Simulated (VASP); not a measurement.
## KBr: single point with PBEsol

Crystal: KBr.

```
CELL_PARAMETERS angstrom
0.00000 3.36472 3.36472
3.36472 0.00000 3.36472
3.36472 3.36472 0.00000
ATOMIC_POSITIONS crystal
Br 0.50000 0.50000 0.50000
K 0.00000 0.00000 0.00000
```

This cell differs from its parent crystal: volume scaled by 1.06.

```json
{
  "Program": "VASP 6.6.1",
  "Task": "single point",
  "Functional": "PBEsol",
  "Potentials or basis": "VASP PAW PBE potentials, release 64 (Br, K_sv)",
  "Cutoff": "520 eV",
  "k mesh": "7 × 7 × 7",
  "Occupations": "fermi-dirac, width 0.05 eV",
  "Spin": "no spin polarisation"
}
```

```
Pressure               : -1.0 GPa
Band gap on the k mesh : 4.14 eV, direct
```

Levels at points of the mesh, in eV from the valence-band top:
| k point | band 5 | band 6 | band 7 | band 8 | band 9 | band 10 | band 11 | band 12 |
| --- | --- | --- | --- | --- | --- | --- | --- | --- |
| (0.00, 0.00, 0.00) | -11.28 | 0.00 | 0.00 | 0.00 | 4.14 | 7.52 | 7.52 | 7.52 |

It took 32 s on 1 thread of AMD EPYC 7R43 64-Core Processor (Zen 3), on a shared host, peak memory 0.18 GiB.

Caveat: the PAW data sets were made with another functional, which shifts forces and pressure a little. A k mesh can miss the band edges.
